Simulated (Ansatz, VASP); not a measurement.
## One calculation of MnSn3, two programs

INCAR

```
SYSTEM = MnSn3
ALGO = Normal ; EDIFF = 1E-6
ENCUT = 520 ; GGA = PE
ISIF = 2 ; ISMEAR = 0
ISPIN = 2 ; LASPH = .TRUE.
LCHARG = .FALSE. ; LMAXMIX = 4
LORBIT = 11 ; LREAL = .FALSE.
LWAVE = .FALSE. ; MAGMOM = 0 0 0 4
NBANDS = 40 ; NELM = 150
PREC = Accurate ; SIGMA = 0.1
```

File KPOINTS:

```
k-points
0
G
  4 4 4
  0 0 0
```

Contents of POSCAR:

```
MnSn3
1.0
    4.2763074099      0.0000000000      0.0000000000
    0.0000000000      4.2763074099      0.0000000000
    0.0000000000      0.0000000000      4.2763074099
Sn Mn
3 1
Direct
    0.0000000000      0.5000000000      0.5000000000
    0.5000000000      0.0000000000      0.5000000000
    0.5000000000      0.5000000000      0.0000000000
    0.0000000000      0.0000000000      0.0000000000
```

Input for Ansatz:

```yaml
crystal:
  lattice:
    - [4.2763074099, 0.0, 0.0]
    - [0.0, 4.2763074099, 0.0]
    - [0.0, 0.0, 4.2763074099]
  atoms:
    - { symbol: Sn, position: [0.0, 0.5, 0.5] }
    - { symbol: Sn, position: [0.5, 0.0, 0.5] }
    - { symbol: Sn, position: [0.5, 0.5, 0.0] }
    - { symbol: Mn, position: [0.0, 0.0, 0.0], spin: 4.0 }
basis:
  ecutwfc: 420
kpoints:
  mp_grid: { grid: [4, 4, 4] }
hamiltonian:
  xc: pbe
scf:
  occupations: { method: gaussian, width: 0.1 }
  lower_state_search: "off"
output:
  forces: true
  stress: true
  eigenvalues: true
  populations: true
magnetization:
  spin_polarized: true
```

Alike in both runs: task single point; functional PBE; k mesh 4 × 4 × 4; occupations gaussian, width 0.1 eV; collinear spin.

|  | VASP | Ansatz |
| --- | --- | --- |
| version | VASP 6.6.1 | Ansatz 0.2.0 |
| potentials or method | VASP PAW PBE potentials, release 64 (Sn_d, Mn_pv), cutoff 520 eV | scalar-relativistic, plane waves, PAW |
| valence electrons in the cell | 55 | 57 |

VASP gave:

```
gap on the k mesh at the Fermi level (eV)                     : none
pressure (GPa)                                                : 17.5
net moment per atom (μB)                                      : 0.92
size of the moment on the site where the two differ most (μB) : 3.58
```

Which values does Ansatz return?

gap on the k mesh at the Fermi level (eV): none; pressure (GPa): 17.6; net moment per atom (μB): 0.92; size of the moment on the site where the two differ most (μB): 3.70.

Site moments also hang on the region over which each program counts them. A gap of «none» marks a metal or a gap that the smearing closes. With one functional, cell and mesh, what is left measures potentials, basis and numerics. VASP's potentials hold 55 valence electrons a cell and Ansatz's 57, so a difference there can come from the potentials and not from the codes.

The k mesh is coarse, so the values compare programs but aren't converged.
